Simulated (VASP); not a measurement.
Write the native input for VASP 6.6.1 that does the following.

| Property | Result |
| --- | --- |
| Task | single point |
| Functional | PBE |
| Potentials or basis | VASP PAW PBE potentials, release 64 (Ga_d) |
| Cutoff | 520 eV |
| k mesh | 20 × 20 × 12 |
| Occupations | gaussian, width 0.1 eV |
| Spin | no spin polarisation |
| Dipole correction | no |
| Further INCAR settings | ALGO = Normal; EDIFF = 1e-07; NBANDS = 20 |

The structure of Ga lies in POSCAR:

```
Ga
1.0
    1.9855461154     -1.9848820169      0.0153182516
    1.9855461154      1.9848820169      0.0153182516
   -1.7987438653      0.0000000000      4.9362052481
Ga
2
Direct
    0.1560683329      0.1560683329      0.2738100110
    0.8439316671      0.8439316671      0.7261899890
```

These files were run (other wordings do the same):

INCAR

```
SYSTEM = Ga
ALGO     = Normal         ! electronic algorithm
EDIFF    = 1E-7           ! SCF threshold, eV
ENCUT    = 520            ! plane-wave cutoff, eV
GGA      = PE             ! functional
ISIF     = 2              ! what is computed and relaxed
ISMEAR   = 0              ! smearing method
LASPH    = .True.         ! aspherical terms in the spheres
LCHARG   = .False.        ! write CHGCAR
LREAL    = .False.        ! projectors in reciprocal space
LWAVE    = .False.        ! write WAVECAR
NBANDS   = 20             ! bands
NELM     = 100            ! most SCF steps
PREC     = Accurate       ! precision mode
SIGMA    = 0.1            ! smearing width, eV
```

KPOINTS

```
k-points
0
Gamma
  20 20 12
  0 0 0
```

Potentials or basis: VASP PAW PBE potentials, release 64 (Ga_d).

Launch:

```bash
$ cat potpaw_PBE.64/Ga_d/POTCAR > POTCAR
$ mpirun -np 1 vasp_std > vasp.out
```

Results of the run:

```yaml
Pressure: 0.1 GPa
Band_gap_on_the_k_mesh: zero (bands 13 and 14 overlap by 5.61 eV)
```

Wall time 18 min on 1 thread of AMD EPYC 7R43 64-Core Processor (Zen 3), with other jobs on the host, peak memory 0.76 GiB.
